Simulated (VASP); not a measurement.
Crystal: SrBr2 (MoS2 1H type).

```
Sr Br
1.0
     3.89919    0.00000    0.00000
    -1.94960    3.37680    0.00000
     0.00000    0.00000    7.60343
Sr Br
1 2
Direct
  0.00000 0.00000 0.00000
  0.33333 0.66667 0.25000
  0.33333 0.66667 0.75000
```

```yaml
Program: VASP 6.6.1
Task: relaxation of cell and atoms
Functional: LDA
Potentials_or_basis: VASP PAW LDA potentials, release 64 (Sr_sv, Br)
Cutoff: 600 eV
k_mesh: 10 × 10 × 5
Occupations: fermi-dirac, width 0.03 eV
Spin: no spin polarisation
```

At the start: pressure 2.5 GPa; volume 33.37 Å³/atom.

Q: How do energy, volume and symmetry change on relaxing?

A: Over 24 steps the energy falls by 69.4 meV/atom and the volume is 37.31 Å³/atom (+11.8 %); space group P-6m2 (No. 187, to 0.1 Å) before and after.

The path:
```csv
step,energy change (eV),largest force (eV/Å),pressure (GPa),volume (Å³)
1,0.0000,0.0697,2.51,100.11
2,-0.1456,0.2928,0.17,107.80
3,-0.1692,0.4289,-1.20,114.21
4,-0.1704,0.4056,-0.95,112.96
5,-0.2075,0.0559,-0.10,111.42
6,-0.2077,0.0252,-0.02,111.29
7,-0.2077,0.0172,0.00,111.25
8,-0.2078,0.0133,0.02,111.25
9,-0.2079,0.0007,0.07,111.23
10,-0.2080,0.0063,0.08,111.36
11,-0.2081,0.0224,-0.04,111.76
12,-0.2081,0.0197,-0.04,111.70
13,-0.2080,0.0126,-0.03,111.53
14,-0.2080,0.0091,0.00,111.45
15,-0.2080,0.0104,0.03,111.47
16,-0.2080,0.0120,0.02,111.50
17,-0.2080,0.0126,0.02,111.52
18,-0.2081,0.0121,0.02,111.55
19,-0.2081,0.0104,0.02,111.64
20,-0.2081,0.0067,-0.01,111.83
21,-0.2081,0.0039,0.00,111.82
22,-0.2081,0.0044,0.03,111.79
23,-0.2081,0.0034,0.03,111.82
24,-0.2082,0.0006,0.02,111.92
```

Final structure:
```yaml
crystal:
  lattice:
    - [4.20910, 0.00000, 0.00000]
    - [-2.10455, 3.64519, 0.00000]
    - [0.00000, 0.00000, 7.29430]
  atoms:
    - { symbol: Sr, position: [0.00000, 0.00000, 0.00000] }
    - { symbol: Br, position: [0.33333, 0.66667, 0.24401] }
    - { symbol: Br, position: [0.33333, 0.66667, 0.75599] }
```
